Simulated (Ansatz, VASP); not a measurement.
# AlInAsP3: VASP beside Ansatz

```
Al In P As
1.0
     5.34246    0.00000    0.00000
    -2.67123    4.62671    0.00000
     0.00000    0.00000    5.32303
Al In P As
1 1 3 1
Direct
  0.66667 0.33333 0.00000
  0.00000 0.00000 0.00000
  0.60769 0.80384 0.50000
  0.19616 0.80384 0.50000
  0.19616 0.39231 0.50000
  0.33333 0.66667 0.00000
```

Change from the starting cell: species swapped into the LaAlCuNi3 type (P-6m2, No. 187).

Alike in both runs: functional PBE; k mesh 6 × 6 × 4; occupations gaussian, width 0.1 eV; no spin polarisation.

Ansatz relaxed the structure, and its values are those at the end. VASP's run is a single point on that final structure, the one shown.

```csv
,VASP,Ansatz
version,VASP 6.6.1,Ansatz 0.2.0
potentials or method,"VASP PAW PBE potentials, release 64 (Al, In_d, P, As_d), cutoff 510 eV","scalar-relativistic, plane waves, PAW"
valence electrons in the cell,46,46
```

|  | VASP | Ansatz | Ansatz less VASP |
| --- | --- | --- | --- |
| gap on the k mesh at the Fermi level (eV) | none | none | - |
| pressure (GPa) | -0.3 | -0.1 | +0.12 |
| rms of the force components (eV/Å) | 0.041 | 0.002 | -0.0389 |

A gap of «none» marks a metal or a gap that the smearing closes.
